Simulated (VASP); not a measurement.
Set up this calculation in VASP 6.6.1, as the native input.

| Property | Result |
| --- | --- |
| Task | relaxation of cell and atoms |
| Functional | LDA |
| Potentials or basis | VASP PAW LDA potentials, release 64 (Li_sv) |
| Cutoff | 600 eV |
| k mesh | 16 × 16 × 16 |
| Occupations | fermi-dirac, width 0.08 eV |
| Spin | no spin polarisation |
| Dipole correction | no |
| Further INCAR settings | ALGO = Normal; EDIFF = 1e-07; IBRION = 2; EDIFFG = -0.005; NSW = 60; ISIF = 3 |

The structure of Li lies in POSCAR:

```
Li
1.0
   -1.6816362554      1.6816362554      1.6816362554
    1.6816362554     -1.6816362554      1.6816362554
    1.6816362554      1.6816362554     -1.6816362554
Li
1
Direct
    0.0000000000      0.0000000000      0.0000000000
```

These files were run (other wordings do the same):

INCAR

```
PREC     = Accurate       # precision mode
ENCUT    = 600            # plane-wave cutoff, eV
EDIFF    = 1E-7           # SCF threshold, eV
ISMEAR   = -1             # smearing method
SIGMA    = 0.08           # smearing width, eV
LREAL    = False          # projectors in reciprocal space
LASPH    = True           # aspherical terms in the spheres
NELM     = 60             # most SCF steps
ALGO     = Normal         # electronic algorithm
ISIF     = 3              # what is computed and relaxed
LWAVE    = False          # write WAVECAR
LCHARG   = False          # write CHGCAR
IBRION   = 2              # ionic algorithm
NSW      = 60             # ionic steps
EDIFFG   = -0.005         # ionic threshold
```

KPOINTS

```
regular mesh
0
Gamma
  16 16 16
```

Potentials or basis: VASP PAW LDA potentials, release 64 (Li_sv).

Launch:

```console
$ cat potpaw_LDA.64/Li_sv/POTCAR > POTCAR
$ mpirun -np 1 vasp_std > vasp.out
```

Results of the run:

* Relaxed volume: 18.83 Å³/atom
* Relaxed cell: a = 2.903 Å, b = 2.903 Å, c = 2.903 Å, α = 109.47°, β = 109.47°, γ = 109.47°
* Space group after relaxing (to 0.05 Å): Im-3m (No. 229)
* Energy gained by relaxing: 0.1 meV/atom
* Ionic steps: 3
* Pressure after relaxing: 0.0 GPa

Caveat: the cutoff is under 1.25 times the usual one of these potentials, so pressure, stress and relaxed cells hold a basis-set (Pulay) error.

Run time: 12 s on 1 thread of Intel(R) Xeon(R) Platinum 8488C (Sapphire Rapids) (shared host), peak memory 0.12 GiB.
